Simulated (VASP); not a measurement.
Here is a VASP 6.6.1 calculation.

INCAR

```
ALGO     = Normal         # electronic algorithm
EDIFF    = 1E-6           # SCF threshold, eV
ENCUT    = 520            # plane-wave cutoff, eV
GGA      = PE             # functional
ISIF     = 2              # what is computed and relaxed
ISMEAR   = 0              # smearing method
LASPH    = T              # aspherical terms in the spheres
LCHARG   = F              # write CHGCAR
LREAL    = F              # projectors in reciprocal space
LWAVE    = F              # write WAVECAR
NBANDS   = 20             # bands
NELM     = 80             # most SCF steps
PREC     = Accurate       # precision mode
SIGMA    = 0.1            # smearing width, eV
```

The input KPOINTS:

```
k-points
0
Gamma
  6 6 6
```

The input POSCAR:

```
Si3Ag
1.0
    0.0000000000      3.1952429294      3.1952429294
    3.1952429294      0.0000000000      3.1952429294
    3.1952429294      3.1952429294      0.0000000000
Si Ag
3 1
Direct
    0.0000000000      0.0000000000      0.0000000000
    0.2500000000      0.2500000000      0.2500000000
    0.7500000000      0.7500000000      0.7500000000
    0.5000000000      0.5000000000      0.5000000000
```

Potentials or basis: VASP PAW PBE potentials, release 64 (Si, Ag).

Command:

```sh
$ cat potpaw_PBE.64/Si/POTCAR potpaw_PBE.64/Ag/POTCAR > POTCAR
$ mpirun -np 1 vasp_std > vasp.out
```

**Question.** What does it give for the band gap on the k mesh?

**Answer.** Zero (an odd number of electrons rules out a gap without spin polarisation).

**Question.** Estimate the pressure.

**Answer.** -0.1 GPa.
